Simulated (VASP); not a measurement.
**Ca: single point with r2SCAN**

Crystal: Ca.

```
CELL_PARAMETERS angstrom
-2.21563 2.21563 2.20579
2.21563 -2.21563 2.20579
2.21563 2.21563 -2.20579
ATOMIC_POSITIONS crystal
Ca 0.50000 0.50000 0.00000
```

This isn't the form of Ca at room conditions, which is fcc.

| Item | Value |
| --- | --- |
| Program | VASP 6.6.1 |
| Task | single point |
| Functional | r2SCAN |
| Potentials or basis | VASP PAW PBE potentials, release 64 (Ca_sv) |
| Cutoff | 520 eV |
| k mesh | 14 × 14 × 14 |
| Occupations | gaussian, width 0.1 eV |
| Spin | no spin polarisation |
| Dipole correction | no |
| Further INCAR settings | ALGO = Normal; EDIFF = 1e-07; NBANDS = 11 |

```json
{"Pressure": "0.1 GPa", "Band gap on the k mesh": "zero (bands 5 and 6 overlap by 0.42 eV)"}
```

Levels at points of the mesh, in eV from the Fermi level:
```csv
k point,band 3,band 4,band 5,band 6,band 7,band 8
"(0.00, 0.00, 0.00)",-23.93,-23.93,-4.28,2.61,2.63,2.63
"(0.50, 0.00, 0.00)",-23.97,-23.93,-0.85,-0.15,1.59,3.62
"(0.50, 0.50, 0.00)",-23.97,-23.92,-0.86,-0.17,1.62,3.59
"(0.50, 0.50, 0.50)",-24.02,-24.02,0.16,0.17,4.05,4.05
```

Run time: 4.5 min on 1 thread of Intel(R) Xeon(R) Platinum 8488C (Sapphire Rapids), on a shared host, peak memory 0.25 GiB.

Caveat: the PAW data sets were made with another functional, which shifts forces and pressure a little.
